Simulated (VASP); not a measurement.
# Zn12H (a cell with a defect) in VASP: notebook, part 2 of 2

VASP 6.6.1. The steps go on from the part before.

## Step 3: Single point, PBE

Input file INCAR:

```
ALGO     = Normal         # electronic algorithm
EDIFF    = 1E-7           # SCF threshold, eV
ENCUT    = 520            # plane-wave cutoff, eV
GGA      = PE             # functional
ISIF     = 2              # what is computed and relaxed
ISMEAR   = -1             # smearing method
LASPH    = True           # aspherical terms in the spheres
LCHARG   = False          # write CHGCAR
LREAL    = False          # projectors in reciprocal space
LWAVE    = False          # write WAVECAR
NBANDS   = 84             # bands
NELM     = 100            # most SCF steps
PREC     = Accurate       # precision mode
SIGMA    = 0.05           # smearing width, eV
```

Input file KPOINTS:

```
k-points
0
Gamma
  3 2 3
```

Input file POSCAR:

```
Zn12H
1.0
    5.3200000000      0.0000000000      0.0000000000
   -3.9900000000      6.9108830000      0.0000000000
    0.0000000000      0.0000000000      4.9369600000
Zn H
12 1
Direct
   -0.0621240031     -0.0715538087      0.0649184924
    0.1166811792      0.2168029758      0.5920850078
    0.0256588291      0.3300012459      0.0712381709
    0.1953913545      0.5476145378      0.4243299520
   -0.0806543022      0.5719095519     -0.1672081605
    0.1651870164      0.9102744179      0.6009366088
    0.4858173788     -0.0291858508     -0.0354671701
    0.6629898695      0.2769689488      0.5752122764
    0.4239160706      0.2797327056      0.0440757065
    0.7565268197      0.5887525516      0.3082868810
    0.4732837789      0.6111954145     -0.0945521130
    0.6955794420      0.9008979026      0.5484144089
    0.3169933507      0.9122567984      0.2731032862
```

Potentials or basis: VASP PAW PBE potentials, release 64 (Zn, H).

Launch:

```console
cat potpaw_PBE.64/Zn/POTCAR potpaw_PBE.64/H/POTCAR > POTCAR
mpirun -np 1 vasp_std > vasp.out
```

OUTCAR:

```text
EDIFF = 1E-7
   ENCUT = 520
   GGA = PE
   ISIF = 2
   ISMEAR = -1
   LASPH = True
   LREAL = False
   NELM = 100
   PREC = Accurate

 ion  position               nearest neighbor table
   1  0.938  0.928  0.065-  11 2.62   6 2.63   7 2.64  10 2.67  12 2.67   9 2.70   7 2.81  12 2.82
                             6 2.94   3 3.00   5 3.02
   2  0.117  0.217  0.592-  12 2.40   6 2.59   4 2.59   9 2.66   3 2.66   8 2.69   8 2.70   3 2.85

   3  0.026  0.330  0.071-   4 2.30   9 2.35  11 2.46   5 2.55   2 2.66   2 2.85   7 2.92   1 3.00
                             8 3.01   9 3.02   8 3.05
   4  0.195  0.548  0.424-   3 2.30   5 2.56  10 2.58   2 2.59   8 2.67  11 2.71  12 2.81  11 2.87
                            10 2.89
   5  0.919  0.572  0.833-   8 2.41  10 2.53   3 2.55   4 2.56  11 2.57   6 2.60   9 2.71  10 2.76
                            11 2.83   1 3.02
   6  0.165  0.910  0.601-  13 1.81   7 2.35  12 2.48   2 2.59   5 2.60   1 2.63  10 2.80   8 2.80
                            12 2.87   1 2.94
   7  0.486  0.971  0.965-  13 1.71   6 2.35  12 2.53   1 2.64   9 2.67   1 2.81  11 2.85   8 2.87
                             3 2.92
   8  0.663  0.277  0.575-   5 2.41  10 2.63   9 2.65   4 2.67   2 2.69   2 2.70   6 2.80   7 2.87
                             9 2.92   3 3.01   3 3.05
   9  0.424  0.280  0.044-   3 2.35  10 2.56  11 2.62   8 2.65   2 2.66   7 2.67   1 2.70   5 2.71
                             8 2.92   3 3.02
  10  0.757  0.589  0.308-   5 2.53  11 2.55   9 2.56   4 2.58   8 2.63   1 2.67   5 2.76   6 2.80
                             4 2.89  12 2.92
  11  0.473  0.611  0.905-   3 2.46  10 2.55   5 2.57   9 2.62   1 2.62  12 2.67   4 2.71   5 2.83
                             7 2.85   4 2.87
  12  0.696  0.901  0.548-   2 2.40   6 2.48   7 2.53  11 2.67   1 2.67   4 2.81   1 2.82   6 2.87
                            10 2.92
  13  0.317  0.912  0.273-   7 1.71   6 1.81

  LATTYP: Found a simple monoclinic cell.
 ALAT       =     5.3200000000
 B/A-ratio  =     0.9280000000
 C/A-ratio  =     1.3228757068
 COS(beta)  =    -0.1889822292

  Lattice vectors:

 A1 = (   5.3200000000,   0.0000000000,   0.0000000000)
 A2 = (   0.0000000000,   0.0000000000,   4.9369600000)
 A3 = (  -1.3300000000,  -6.9108830000,   0.0000000000)

Analysis of symmetry for initial positions (statically):
=====================================================================
 Subroutine PRICEL returns:
 Original cell was already a primitive cell.

 Routine SETGRP: Setting up the symmetry group for a
 simple monoclinic supercell.

 Subroutine GETGRP returns: Found  1 space group operations
 (whereof  1 operations were pure point group operations)
 out of a pool of  4 trial point group operations.

The static configuration has the point symmetry C_1 .

Analysis of symmetry for dynamics (positions and initial velocities):
=====================================================================
 Subroutine PRICEL returns:
 Original cell was already a primitive cell.

 Routine SETGRP: Setting up the symmetry group for a
 simple monoclinic supercell.

 Subroutine GETGRP returns: Found  1 space group operations
 (whereof  1 operations were pure point group operations)
 out of a pool of  4 trial point group operations.

The dynamic configuration has the point symmetry C_1 .

 Subroutine INISYM returns: Found  1 space group operations
 (whereof  1 operations are pure point group operations),
[... 108 lines left out ...]
   dimension x,y,z NGXF=    80 NGYF=  120 NGZF=   80
   ions per type =              12   1
   NGX,Y,Z   is equivalent  to a cutoff of  12.50, 12.50, 13.47 a.u.
   NGXF,Y,Z  is equivalent  to a cutoff of  25.00, 25.00, 26.94 a.u.
 SYSTEM =  unknown system
   PREC   = accura    normal or accurate (medium, high low for compatibility)
   ISTART =      0    job   : 0-new  1-cont  2-samecut
   ICHARG =      2    charge: 1-file 2-atom 10-const
   ISPIN  =      1    spin polarized calculation?
   LNONCOLLINEAR =      F non collinear calculations
   LSORBIT =      F    spin-orbit coupling
   LASPH  =      T    aspherical Exc in radial PAW
   ENCUT  =  520.0 eV  38.22 Ry    6.18 a.u.   9.89 14.84  9.18*2*pi/ulx,y,z
   NELM   =    100;   NELMIN=  2; NELMDL= -5     # of ELM steps
   EDIFF  = 0.1E-06   stopping-criterion for ELM
   LREAL  =      F    real-space projection
   EDIFFG = 0.1E-05   stopping-criterion for IOM
   NSW    =      0    number of steps for IOM
   IBRION =     -1    ionic relax: 0-MD 1-quasi-New 2-CG
   NFREE  =      0    steps in history (QN), initial steepest desc. (CG)
   ISIF   =      2    stress and relaxation
   ISYM   =      2    0-nonsym 1-usesym 2-fastsym
   POTIM  = 0.5000    time-step for ionic-motion
   TEBEG  =    0.0;   TEEND  =   0.0 temperature during run
   PSTRESS=    0.0 pullay stress
   NELECT =     145.0000    total number of electrons
   NUPDOWN=      -1.0000    fix difference up-down
   EMIN   =  10.00;   EMAX   =-10.00  energy-range for DOS
   EFERMI =   0.00;   METHOD = LEGACY
   ISMEAR =    -1;   SIGMA  =   0.05  broadening in eV -4-tet -1-fermi 0-gaus
   EFERMI_NEDOS =   21; number of points for ismear=-14 and -15
   IALGO  =     38    algorithm
   IMIX   =      4    mixing-type and parameters
     AMIX     =   0.40;   BMIX     =  1.00
     AMIX_MAG =   1.60;   BMIX_MAG =  1.00
  volume/ion in A,a.u.               =      13.96        94.22
  Fermi-wavevector in a.u.,A,eV,Ry     =   1.519017  2.870525 31.394246  2.307412
  Thomas-Fermi vector in A             =   2.628059
   LORBIT       =      0    0 simple, 1 ext, 2 COOP (PROOUT), +10 PAW based schemes
   GGA     = PE    functional components
   LHFCALC =     F    Hartree Fock is set to
   AEXX    =    0.0000 exact exchange contribution
   IVDW    =     0    specifies the selected vdW correction
   LEPSILON=     F    determine dielectric tensor
   LRPA    =     F    only Hartree local field effects (RPA)
 non-spin polarized calculation
  energy-cutoff  :      520.00
  volume of cell :      181.51
 maximum number of plane-waves:      4924
   NGX = 19   NGY = 29   NGZ = 19

 number of electron     145.0000006 magnetization

 Free energy of the ion-electron system (eV)
  ---------------------------------------------------
  ext. energy  EPLUGINS =         0.00000000
  ---------------------------------------------------
  free energy    TOTEN  =       -13.91341122 eV

  energy without entropy =      -13.87788028  energy(sigma->0) =      -13.89564575

 E-fermi :   3.4107     XC(G=0): -11.6040

 val. band max:        3.3581226164   @ k =   0.0000   0.5000   0.0000
 cond. band min:       3.4178171095   @ k =   0.0000   0.5000   0.3333
 fundamental gap:      0.0596944930
 Fermi energy:         3.4107360780

 k-point     1 :       0.0000    0.0000    0.0000
  band No.  band energies     occupation
      1      -7.5683      2.00000
      2      -5.7819      2.00000
      3      -5.5026      2.00000
      4      -5.4027      2.00000
      5      -5.3488      2.00000
      6      -5.3271      2.00000
[... 859 lines left out ...]
     83       9.1509      0.00000
     84       9.4161      0.00000

------------------------ aborting loop because EDIFF is reached ----------------------------------------

  FORCE on cell =-STRESS in cart. coord.  units (eV):
  Direction    XX          YY          ZZ          XY          YZ          ZX
  --------------------------------------------------------------------------------------
  -------------------------------------------------------------------------------------
  Total        6.9669451      9.2948373     14.0783165      0.1195944      1.5953612      0.6228050
  in kB       61.4961871     82.0441453    124.2672037      1.0556417     14.0820162      5.4974070
  external PRESSURE =      89.2691787 kB  Pullay stress =       0.0000000 kB

 VOLUME and BASIS-vectors are now :
 -----------------------------------------------------------------------------
  energy-cutoff  :      520.00
  volume of cell :      181.51
      direct lattice vectors                 reciprocal lattice vectors
     5.320000000  0.000000000  0.000000000     0.187969925  0.108524482  0.000000000
    -3.990000000  6.910883000  0.000000000     0.000000000  0.144699310  0.000000000
     0.000000000  0.000000000  4.936960000     0.000000000  0.000000000  0.202553798

 POSITION                                       TOTAL-FORCE (eV/Angst)
 -----------------------------------------------------------------------------------
      1.28500      6.41638      0.32050         0.024328      0.317146      0.201236
     -0.24430      1.49830      2.92310         0.345565      0.612534     -0.412309
     -1.18020      2.28060      0.35170        -1.488344     -1.572510     -0.330591
     -1.14550      3.78450      2.09490         0.569029      1.160840      0.668679
      2.60900      3.95240      4.11146         0.163452      0.930085      0.401969
     -2.75320      6.29080      2.96680         0.261433     -0.088045     -1.125389
     -1.28900      6.70918      4.76186         0.580736      0.292287      0.913714
      2.42200      1.91410      2.83980         0.053213     -0.996820     -0.687183
      1.13910      1.93320      0.21760         1.148585     -0.488414      0.336256
      1.67560      4.06880      1.52200        -0.368622      0.279042      0.840166
      0.07920      4.22390      4.47016        -0.494674      0.539941     -0.394378
      0.10590      6.22600      2.70750        -0.890645     -0.977908     -0.607931
     -1.95350      6.30450      1.34830         0.095942     -0.008176      0.195762
 -----------------------------------------------------------------------------------
    total drift:                               -0.000061      0.000682      0.000445

  FREE ENERGIE OF THE ION-ELECTRON SYSTEM (eV)
  ---------------------------------------------------
  free  energy   TOTEN  =       -13.9134112156 eV

  energy  without entropy=      -13.8778802783  energy(sigma->0) =      -13.89564575
```

Wall time 1.9 min (1 thread of Intel Xeon 6975P-C (Granite Rapids), shared host); peak memory 0.34 GiB.

Results:

```yaml
Free_energy: -13.9134 eV
Pressure: 8.9 GPa
Largest_force: 2.190 eV/Å
```

Forces in eV/Å, atoms in the order of the input:
```
Zn   0.024  0.317  0.201
Zn   0.346  0.613 -0.412
Zn  -1.488 -1.573 -0.331
Zn   0.569  1.161  0.669
Zn   0.163  0.930  0.402
Zn   0.261 -0.088 -1.125
Zn   0.581  0.292  0.914
Zn   0.053 -0.997 -0.687
Zn   1.149 -0.488  0.336
Zn  -0.369  0.279  0.840
Zn  -0.495  0.540 -0.394
Zn  -0.891 -0.978 -0.608
H    0.096 -0.008  0.196
```

Caveat: the k points lie up to 0.45 Å⁻¹ apart.

## Step 4: Single point, PBE

Input file INCAR:

```
SYSTEM = Zn12H
PREC = Accurate ; ENCUT = 520
EDIFF = 1E-6 ; ISMEAR = -1
SIGMA = 0.05 ; LREAL = .FALSE.
LASPH = .TRUE. ; NELM = 80
ALGO = Normal ; ISIF = 2
LWAVE = .FALSE. ; LCHARG = .FALSE.
GGA = PE ; NBANDS = 84
```

Input file KPOINTS:

```
Automatic mesh
0
G
  3 2 3
  0 0 0
```

Input file POSCAR:

```
Zn12H
1.0
    5.3200000000      0.0000000000      0.0000000000
   -3.9900000000      6.9108830000      0.0000000000
    0.0000000000      0.0000000000      4.9369600000
Zn H
12 1
Direct
   -0.0427821180     -0.0576192652      0.0108973943
    0.2085651873      0.2714703751      0.5640920729
   -0.0779526564      0.2486947037      0.0393562030
    0.2414988632      0.5631263038      0.4091181618
   -0.0608012192      0.6198339633     -0.1746621403
    0.1703388903      0.9624819289      0.4787966684
    0.4188997924     -0.1143992743      0.1031809048
    0.7145642172      0.2295943948      0.5416693674
    0.4679821931      0.2983120970      0.1274063391
    0.7372969739      0.6242907021      0.3626320651
    0.4273096425      0.5871897990     -0.1147062160
    0.6586336550      0.9055716903      0.5860894153
   -0.0285897759      0.5805770406      0.1705908089
```

Launch:

```console
cat potpaw_PBE.64/Zn/POTCAR potpaw_PBE.64/H/POTCAR > POTCAR
mpirun -np 1 vasp_std > vasp.out
```

Wall time 93 s (1 thread of Intel Xeon 6975P-C (Granite Rapids), shared host); peak memory 0.34 GiB.

It converged, with:

```yaml
Free_energy: -14.2148 eV
Pressure: 7.5 GPa
Largest_force: 1.449 eV/Å
```

Forces on the atoms (eV/Å):
```
Zn   0.352  0.043 -0.171
Zn   0.440 -0.228  1.053
Zn  -0.068  0.035 -0.098
Zn  -1.343  0.418 -0.347
Zn   0.234 -0.098 -0.221
Zn   0.614 -0.373  0.473
Zn   0.082  0.492 -0.484
Zn  -0.868  0.591  0.135
Zn   0.012 -0.653 -1.088
Zn   0.277  0.259  0.166
Zn   0.142 -0.132  0.253
Zn  -0.277 -0.256 -0.022
H    0.402 -0.097  0.352
```

Stress tensor (GPa, compression positive):
```
 3.46 -1.40 -0.23
-1.40  8.79 -0.12
-0.23 -0.12 10.30
```

Levels at points of the mesh, in eV from the Fermi level:
| k point | band 68 | band 69 | band 70 | band 71 | band 72 | band 73 | band 74 | band 75 | band 76 | band 77 |
| --- | --- | --- | --- | --- | --- | --- | --- | --- | --- | --- |
| (0.00, 0.00, 0.00) | -3.01 | -2.71 | -1.67 | -1.11 | -0.33 | 0.14 | 0.37 | 0.72 | 1.14 | 1.80 |
| (0.00, 0.50, 0.00) | -2.85 | -2.68 | -2.50 | -2.37 | -2.24 | -0.13 | 0.31 | 1.11 | 1.94 | 2.14 |

Caveat: the k points lie up to 0.45 Å⁻¹ apart.

## Step 5: Single point, PBE

Input file INCAR:

```
ALGO = Normal
EDIFF = 1E-6
ENCUT = 520
GGA = PE
ISIF = 2
ISMEAR = -1
LASPH = True
LCHARG = False
LREAL = False
LWAVE = False
NBANDS = 84
NELM = 80
PREC = Accurate
SIGMA = 0.05
```

Input file KPOINTS:

```
k-points
0
Gamma
  3 2 3
```

Input file POSCAR:

```
Zn12H
1.0
    5.3200000000      0.0000000000      0.0000000000
   -3.9900000000      6.9108830000      0.0000000000
    0.0000000000      0.0000000000      4.9369600000
Zn H
12 1
Direct
    0.0246995059     -0.0373179520     -0.0263319938
    0.2579569095      0.2814112176      0.5988300493
   -0.1172173515      0.2266425289      0.0460809891
    0.1548365894      0.5680026706      0.4083079466
   -0.0911460471      0.5495245687     -0.1701249352
    0.2260026978      0.9601088602      0.4757178507
    0.4896363979     -0.0989309181      0.0717648107
    0.7299648999      0.2572464329      0.5296376718
    0.4629711661      0.2549891237      0.0699823373
    0.6790557003      0.6473123623      0.4428028584
    0.4213183713      0.6000535677     -0.0699620819
    0.6303486658      0.9305902010      0.5579344374
   -0.3448961584      0.5102387061      0.1207220638
```

Launch:

```console
cat potpaw_PBE.64/Zn/POTCAR potpaw_PBE.64/H/POTCAR > POTCAR
mpirun -np 1 vasp_std > vasp.out
```

It took 1.8 min on 1 thread of Intel Xeon 6975P-C (Granite Rapids), shared host; peak memory 0.34 GiB.

The run converged. Its results:

```yaml
Free_energy: -13.8169 eV
Pressure: 8.9 GPa
Largest_force: 2.091 eV/Å
```

Forces in eV/Å, atoms in the order of the input:
```
Zn  -0.363 -0.982 -0.183
Zn  -0.429  0.071 -0.081
Zn   1.592  1.072 -0.185
Zn   0.319  0.461 -0.857
Zn  -0.246  0.488  0.820
Zn  -1.636 -0.498 -0.270
Zn  -0.936 -0.374 -0.076
Zn  -0.262  0.197  0.160
Zn  -0.832  0.291  0.323
Zn   0.625 -0.040 -0.127
Zn   0.426 -0.815 -0.314
Zn   1.881 -0.488  0.771
H   -0.140  0.617  0.017
```

Stress tensor (GPa, compression positive):
```
 6.90 -2.40 -0.46
-2.40 10.10  1.33
-0.46  1.33  9.79
```

Levels at points of the mesh, in eV from the Fermi level:
```tsv
k point	band 69	band 70	band 71	band 72	band 73	band 74	band 75	band 76
(0.00, 0.00, 0.00)	-2.72	-1.61	-1.00	-0.18	0.04	0.10	0.65	1.46
(0.00, 0.50, 0.00)	-2.74	-2.64	-2.28	-1.99	0.03	0.43	1.57	1.73
```

Caveat: the k points lie up to 0.45 Å⁻¹ apart.
